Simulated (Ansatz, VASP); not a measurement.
AgCl: VASP beside Ansatz

```
Ag Cl
1.0
     3.06599    0.00000    0.00000
     0.00000    3.06599    0.00000
     0.00000    0.00000    3.06599
Ag Cl
1 1
Direct
  0.00000 0.00000 0.00000
  0.50000 0.50000 0.50000
```

Change from the starting cell: volume scaled by 0.78, PAW files.

Alike in both runs: task single point; functional PBEsol; k mesh 13 × 13 × 13; occupations fermi-dirac, width 0.08 eV; no spin polarisation.

|  | VASP | Ansatz |
| --- | --- | --- |
| version | VASP 6.6.1 | Ansatz 0.2.0 |
| potentials or method | VASP PAW PBE potentials, release 64 (Ag, Cl) | PAW with Ansatz's default frozen-core files, scalar-relativistic |
| plane-wave cutoff (eV) | 520 | 420 |
| valence electrons in the cell | 18 | 26 |

|  | VASP | Ansatz | Ansatz less VASP |
| --- | --- | --- | --- |
| pressure (GPa) | 30.9 | 31.1 | +0.20 |

VASP's potentials were made for PBE, not for PBEsol. Both programs put the cell under a high pressure, so it lies far from rest at this level. VASP's potentials hold 18 valence electrons a cell and Ansatz's 26, so a difference there can come from the potentials and not from the codes.
